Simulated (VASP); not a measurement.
# Cr (P6_3/mmc) in VASP: further runs

The runs below take Cr through single point, with PBE.

Everything below comes from runs of VASP 6.6.1. Logs are shortened: lines on timing, memory, paths and dates and some standing lists are left out, and cuts for length are marked.

## (1) The cell of the first run

It takes space group P6_3/mmc (No. 194, hexagonal). Conventional cell: a = 2.714 Å, b = 2.714 Å, c = 4.410 Å, α = 90.00°, β = 90.00°, γ = 120.00°. Cr (site symmetry -6m2) has 12 Cr at 2.71 Å within 3.6 Å.

This isn't the form of Cr at room conditions, which is bcc.

## (2) Single point, PBE, collinear spin, ferromagnetic start

The input, INCAR:

```
SYSTEM = Cr
ALGO = Normal
EDIFF = 1E-7
ENCUT = 520
GGA = PE
ISIF = 2
ISMEAR = 0
ISPIN = 2
LASPH = .TRUE.
LCHARG = .TRUE.
LELF = .TRUE.
LMAXMIX = 4
LORBIT = 11
LREAL = .FALSE.
LVHAR = .TRUE.
LWAVE = .FALSE.
MAGMOM = 3 3
NBANDS = 23
NELM = 150
PREC = Accurate
SIGMA = 0.020999999999999998
```

The input, KPOINTS:

```
k-points
0
G
  11 11 6
  0 0 0
```

The input, POSCAR:

```
Cr
1.0
    2.7140000000      0.0000000000      0.0000000000
   -1.3570000000      2.3503929459      0.0000000000
    0.0000000000      0.0000000000      4.4100000000
Cr
2
Direct
    0.6666666667      0.3333333333      0.7500000000
    0.3333333333      0.6666666667      0.2500000000
```

Potentials or basis: VASP PAW PBE potentials, release 64 (Cr_pv).

Run with:

```
$ cat potpaw_PBE.64/Cr_pv/POTCAR > POTCAR
$ mpirun -np 1 vasp_std > vasp.out
```

OUTCAR:

```text
SYSTEM = Cr
   EDIFF = 1E-7
   ENCUT = 520
   GGA = PE
   ISIF = 2
   ISMEAR = 0
   ISPIN = 2
   LASPH = .TRUE.
   LORBIT = 11
   LREAL = .FALSE.
   NELM = 150
   PREC = Accurate

 ion  position               nearest neighbor table
   1  0.667  0.333  0.750-   2 2.71   2 2.71   2 2.71   2 2.71   2 2.71   2 2.71
   2  0.333  0.667  0.250-   1 2.71   1 2.71   1 2.71   1 2.71   1 2.71   1 2.71

  LATTYP: Found a hexagonal cell.
 ALAT       =     2.7140000000
 C/A-ratio  =     1.6249078850

  Lattice vectors:

 A1 = (   2.7140000000,   0.0000000000,   0.0000000000)
 A2 = (  -1.3570000000,   2.3503929459,   0.0000000000)
 A3 = (   0.0000000000,   0.0000000000,   4.4100000000)

Analysis of symmetry for initial positions (statically):
=====================================================================
 Subroutine PRICEL returns:
 Original cell was already a primitive cell.

 Routine SETGRP: Setting up the symmetry group for a
 hexagonal supercell.

 Subroutine GETGRP returns: Found 24 space group operations
 (whereof 12 operations were pure point group operations)
 out of a pool of 24 trial point group operations.

The static configuration has the point symmetry D_3d.
 The point group associated with its full space group is D_6h.

Analysis of symmetry for dynamics (positions and initial velocities):
=====================================================================
 Subroutine PRICEL returns:
 Original cell was already a primitive cell.

 Routine SETGRP: Setting up the symmetry group for a
 hexagonal supercell.

 Subroutine GETGRP returns: Found 24 space group operations
 (whereof 12 operations were pure point group operations)
 out of a pool of 24 trial point group operations.

The dynamic configuration has the point symmetry D_3d.
 The point group associated with its full space group is D_6h.

Analysis of structural, dynamic, and magnetic symmetry:
=====================================================================
 Subroutine PRICEL returns:
 Original cell was already a primitive cell.

 Routine SETGRP: Setting up the symmetry group for a
 hexagonal supercell.

 Subroutine GETGRP returns: Found 24 space group operations
 (whereof 12 operations were pure point group operations)
 out of a pool of 24 trial point group operations.

The overall configuration has the point symmetry D_3d.
 The point group associated with its full space group is D_6h.

 Subroutine INISYM returns: Found 24 space group operations
 (whereof 12 operations are pure point group operations),
 and found     1 'primitive' translations

----------------------------------------------------------------------------------------

                                     Primitive cell

  volume of cell :      28.1312

  direct lattice vectors                    reciprocal lattice vectors
     2.714000000  0.000000000  0.000000000     0.368459838  0.212730387  0.000000000
    -1.357000000  2.350392946  0.000000000     0.000000000  0.425460773  0.000000000
     0.000000000  0.000000000  4.410000000     0.000000000  0.000000000  0.226757370

  length of vectors
     2.714000000  2.714000000  4.410000000     0.425460773  0.425460773  0.226757370

  position of ions in fractional coordinates (direct lattice)
     0.666666667  0.333333333  0.750000000
     0.333333333  0.666666667  0.250000000

  ion indices of the primitive-cell ions
   primitive index   ion index
                 1           1
                 2           2

----------------------------------------------------------------------------------------

 KPOINTS: k-points

Automatic generation of k-mesh.
 Grid dimensions read from file:
 generate k-points for:   11   11    6

 Generating k-lattice:

  Cartesian coordinates                     Fractional coordinates (reciprocal lattice)
     0.033496349  0.019339126  0.000000000     0.090909091  0.000000000  0.000000000
     0.000000000  0.038678252  0.000000000     0.000000000  0.090909091  0.000000000
     0.000000000  0.000000000  0.037792895     0.000000000  0.000000000  0.166666667

  Length of vectors
     0.038678252  0.038678252  0.037792895

  Shift w.r.t. Gamma in fractional coordinates (k-lattice)
     0.000000000  0.000000000  0.000000000

 Subroutine IBZKPT returns following result:
 ===========================================

 Found     64 irreducible k-points:

 Following reciprocal coordinates:
            Coordinates               Weight
  0.000000  0.000000  0.000000      1.000000
  0.090909 -0.000000  0.000000      6.000000
  0.181818  0.000000  0.000000      6.000000
  0.272727  0.000000  0.000000      6.000000
  0.363636 -0.000000  0.000000      6.000000
  0.454545 -0.000000  0.000000      6.000000
[... 16 lines left out ...]
  0.090909  0.090909  0.166667     12.000000
  0.181818  0.090909  0.166667     24.000000
 [... further k-points ...]
   k-points           NKPTS =     64   k-points in BZ     NKDIM =     64   number of bands    NBANDS=     23
   number of dos      NEDOS =    301   number of ions     NIONS =      2
   total plane-waves  NPLWV =  14400
   dimension x,y,z NGX =    20 NGY =   20 NGZ =   36
   dimension x,y,z NGXF=    40 NGYF=   40 NGZF=   72
   ions per type =               2
   NGX,Y,Z   is equivalent  to a cutoff of  12.25, 12.25, 13.57 a.u.
   NGXF,Y,Z  is equivalent  to a cutoff of  24.50, 24.50, 27.14 a.u.
 SYSTEM =  Cr
   PREC   = accura    normal or accurate (medium, high low for compatibility)
   ISTART =      0    job   : 0-new  1-cont  2-samecut
   ICHARG =      2    charge: 1-file 2-atom 10-const
   ISPIN  =      2    spin polarized calculation?
   LNONCOLLINEAR =      F non collinear calculations
   LSORBIT =      F    spin-orbit coupling
   LASPH  =      T    aspherical Exc in radial PAW
   ENCUT  =  520.0 eV  38.22 Ry    6.18 a.u.   5.05  5.05  8.20*2*pi/ulx,y,z
   NELM   =    150;   NELMIN=  2; NELMDL= -5     # of ELM steps
   EDIFF  = 0.1E-06   stopping-criterion for ELM
   LREAL  =      F    real-space projection
   EDIFFG = 0.1E-05   stopping-criterion for IOM
   NSW    =      0    number of steps for IOM
   IBRION =     -1    ionic relax: 0-MD 1-quasi-New 2-CG
   NFREE  =      0    steps in history (QN), initial steepest desc. (CG)
   ISIF   =      2    stress and relaxation
   ISYM   =      2    0-nonsym 1-usesym 2-fastsym
   POTIM  = 0.5000    time-step for ionic-motion
   TEBEG  =    0.0;   TEEND  =   0.0 temperature during run
   PSTRESS=    0.0 pullay stress
   NELECT =      24.0000    total number of electrons
   NUPDOWN=      -1.0000    fix difference up-down
   EMIN   =  10.00;   EMAX   =-10.00  energy-range for DOS
   EFERMI =   0.00;   METHOD = LEGACY
   ISMEAR =     0;   SIGMA  =   0.02  broadening in eV -4-tet -1-fermi 0-gaus
   EFERMI_NEDOS =   21; number of points for ismear=-14 and -15
   IALGO  =     38    algorithm
   IMIX   =      4    mixing-type and parameters
     AMIX     =   0.40;   BMIX     =  1.00
     AMIX_MAG =   1.60;   BMIX_MAG =  1.00
  volume/ion in A,a.u.               =      14.07        94.92
  Fermi-wavevector in a.u.,A,eV,Ry     =   1.552681  2.934142 32.801180  2.410819
  Thomas-Fermi vector in A             =   2.657021
   LORBIT       =     11    0 simple, 1 ext, 2 COOP (PROOUT), +10 PAW based schemes
   GGA     = PE    functional components
   LHFCALC =     F    Hartree Fock is set to
   AEXX    =    0.0000 exact exchange contribution
   IVDW    =     0    specifies the selected vdW correction
   LEPSILON=     F    determine dielectric tensor
   LRPA    =     F    only Hartree local field effects (RPA)
 spin polarized calculation
 Gauss-broadening in eV      SIGMA  =   0.02
  energy-cutoff  :      520.00
  volume of cell :       28.13
 maximum number of plane-waves:       772
   NGX = 11   NGY = 11   NGZ = 17

 number of electron      24.0000005 magnetization       1.7473778

 Free energy of the ion-electron system (eV)
  ---------------------------------------------------
  ext. energy  EPLUGINS =         0.00000000
  ---------------------------------------------------
  free energy    TOTEN  =       -17.70699113 eV

  energy without entropy =      -17.70629638  energy(sigma->0) =      -17.70664375

 E-fermi :   8.3021     XC(G=0): -12.5433

 val. band max:        8.2904797908   @ k =   0.3636   0.1818   0.1667
 cond. band min:       8.3062463175   @ k =   0.4545  -0.0000   0.0000
 fundamental gap:      0.0157665267
 Fermi energy:         8.3020788649

 spin component 1

 k-point     1 :       0.0000    0.0000    0.0000
  band No.  band energies     occupation
      1     -35.1505      1.00000
      2     -34.8225      1.00000
      3     -34.8225      1.00000
      4     -34.7565      1.00000
      5     -34.7565      1.00000
      6     -34.6669      1.00000
[... 15 lines left out ...]
     22      26.1732      0.00000
     23      28.7930      0.00000

 k-point     2 :       0.0909   -0.0000    0.0000
  band No.  band energies     occupation
      1     -35.1378      1.00000
      2     -34.8508      1.00000
      3     -34.8315      1.00000
      4     -34.7859      1.00000
      5     -34.7610      1.00000
      6     -34.6718      1.00000
[... 15 lines left out ...]
     22      25.3875      0.00000
     23      27.4144      0.00000

 k-point     3 :       0.1818    0.0000    0.0000
  band No.  band energies     occupation
      1     -35.1017      1.00000
      2     -34.9271      1.00000
      3     -34.8632      1.00000
      4     -34.8551      1.00000
      5     -34.7736      1.00000
      6     -34.6867      1.00000
[... 15 lines left out ...]
     22      22.5620      0.00000
     23      25.8249      0.00000
[... 495 lines left out ...]
 k-point    23 :       0.0909    0.0909    0.1667
  band No.  band energies     occupation
      1     -35.0903      1.00000
      2     -34.8880      1.00000
      3     -34.8660      1.00000
      4     -34.8294      1.00000
      5     -34.7789      1.00000
      6     -34.7033      1.00000
[... 15 lines left out ...]
     22      24.0450      0.00000
     23      24.9437      0.00000

 k-point    24 :       0.1818    0.0909    0.1667
  band No.  band energies     occupation
      1     -35.0671      1.00000
      2     -34.9595      1.00000
      3     -34.9408      1.00000
      4     -34.8652      1.00000
      5     -34.8006      1.00000
      6     -34.7159      1.00000
[... 15 lines left out ...]
     22      21.2585      0.00000
     23      23.1515      0.00000

 [... further k-points ...]

 spin component 2

 k-point     1 :       0.0000    0.0000    0.0000
  band No.  band energies     occupation
      1     -34.4058      1.00000
      2     -33.9776      1.00000
      3     -33.9776      1.00000
      4     -33.9121      1.00000
      5     -33.9105      1.00000
      6     -33.9105      1.00000
[... 15 lines left out ...]
     22      26.3111      0.00000
     23      28.9898      0.00000

 k-point     2 :       0.0909   -0.0000    0.0000
  band No.  band energies     occupation
      1     -34.3928      1.00000
      2     -34.0065      1.00000
      3     -33.9868      1.00000
      4     -33.9406      1.00000
      5     -33.9171      1.00000
      6     -33.9150      1.00000
[... 15 lines left out ...]
     22      25.6352      0.00000
     23      27.7316      0.00000

 k-point     3 :       0.1818    0.0000    0.0000
  band No.  band energies     occupation
      1     -34.3559      1.00000
      2     -34.0847      1.00000
      3     -34.0197      1.00000
      4     -34.0109      1.00000
      5     -33.9322      1.00000
      6     -33.9278      1.00000
[... 15 lines left out ...]
     22      22.9615      0.00000
     23      26.2537      0.00000
[... 495 lines left out ...]
 k-point    23 :       0.0909    0.0909    0.1667
  band No.  band energies     occupation
      1     -34.3427      1.00000
      2     -34.0464      1.00000
      3     -34.0280      1.00000
      4     -33.9915      1.00000
      5     -33.9369      1.00000
      6     -33.9333      1.00000
[... 15 lines left out ...]
     22      24.3691      0.00000
     23      25.3602      0.00000

 k-point    24 :       0.1818    0.0909    0.1667
  band No.  band energies     occupation
      1     -34.3100      1.00000
      2     -34.1264      1.00000
      3     -34.1064      1.00000
      4     -34.0245      1.00000
      5     -33.9580      1.00000
      6     -33.9507      1.00000
[... 15 lines left out ...]
     22      21.6863      0.00000
     23      23.5673      0.00000

 [... further k-points ...]
[... 5 lines left out ...]
  --------------------------------------------------------------------------------------
  -------------------------------------------------------------------------------------
  Total       -4.7459164     -4.7459164     -4.0506579      0.0000000     -0.0000000      0.0000000
  in kB     -270.2973307   -270.2973307   -230.6998136      0.0000000     -0.0000000      0.0000000
  external PRESSURE =    -257.0981584 kB  Pullay stress =       0.0000000 kB

 VOLUME and BASIS-vectors are now :
 -----------------------------------------------------------------------------
  energy-cutoff  :      520.00
  volume of cell :       28.13
      direct lattice vectors                 reciprocal lattice vectors
     2.714000000  0.000000000  0.000000000     0.368459838  0.212730387  0.000000000
    -1.357000000  2.350392946  0.000000000     0.000000000  0.425460773  0.000000000
     0.000000000  0.000000000  4.410000000     0.000000000  0.000000000  0.226757370

 POSITION                                       TOTAL-FORCE (eV/Angst)
 -----------------------------------------------------------------------------------
      1.35700      0.78346      3.30750         0.000000      0.000000      0.000000
     -0.00000      1.56693      1.10250        -0.000000     -0.000000      0.000000
 -----------------------------------------------------------------------------------
    total drift:                               -0.000000      0.000000     -0.000000

  FREE ENERGIE OF THE ION-ELECTRON SYSTEM (eV)
  ---------------------------------------------------
  free  energy   TOTEN  =       -17.7069911275 eV

  energy  without entropy=      -17.7062963763  energy(sigma->0) =      -17.70664375

 total charge

# of ion       s       p       d       tot
------------------------------------------
    1        0.382   6.278   4.056  10.716
    2        0.382   6.278   4.056  10.716
--------------------------------------------------
tot          0.764  12.556   8.112  21.433

 magnetization (x)

# of ion       s       p       d       tot
------------------------------------------
    1        0.002   0.023   0.787   0.812
    2        0.002   0.023   0.787   0.812
--------------------------------------------------
tot          0.005   0.045   1.574   1.624
```

Wall time 16 min (1 thread of AMD EPYC 7R13, shared host); peak memory 0.2 GiB.

Results:

| Item | Value |
| --- | --- |
| Free energy | -17.7070 eV |
| Pressure | -25.7 GPa |
| Net moment | 1.75 μB per cell |
| Site moments | Cr +0.81 μB |
| Valence electrons inside the program's atomic spheres | Cr 10.72 |

Stress tensor (GPa, compression positive):
```
-27.03   0.00   0.00
  0.00 -27.03   0.00
  0.00   0.00 -23.07
```

Caveat: the cell stands under tension; an empty level that is flat over the whole mesh can mark a ghost state of the potentials, or a narrow d or f band.

[end of part 1 of 2]
